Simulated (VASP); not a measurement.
A run of VASP 6.6.1:

Contents of INCAR:

```
ALGO = Normal
EDIFF = 1E-7
EDIFFG = -0.005
ENCUT = 600
GGA = PE
IBRION = 2
ISIF = 3
ISMEAR = -1
LASPH = T
LCHARG = F
LREAL = F
LWAVE = F
NELM = 80
NSW = 32
PREC = Accurate
PSTRESS = 440.0
SIGMA = 0.1
```

KPOINTS

```
k-points
0
Gamma
  12 12 12
```

Contents of POSCAR:

```
SnSe
1.0
    0.0000000000      2.8261964015      2.8261964015
    2.8261964015      0.0000000000      2.8261964015
    2.8261964015      2.8261964015      0.0000000000
Sn Se
1 1
Direct
    0.0000000000      0.0000000000      0.0000000000
    0.2500000000      0.2500000000      0.2500000000
```

Potentials or basis: VASP PAW PBE potentials, release 64 (Sn_d, Se).

Run with:

```bash
$ cat potpaw_PBE.64/Sn_d/POTCAR potpaw_PBE.64/Se/POTCAR > POTCAR
$ mpirun -np 1 vasp_std > vasp.out
```

Hardware: 1 thread of Intel(R) Xeon(R) 6975P-C (Granite Rapids) (shared host).

Question: How long does it take, and how much memory?

Answer: Run time: 39 s on 1 thread of Intel(R) Xeon(R) 6975P-C (Granite Rapids) (shared host), peak memory 0.22 GiB. Counts: scf iterations 30, k points 72, ion steps 3.
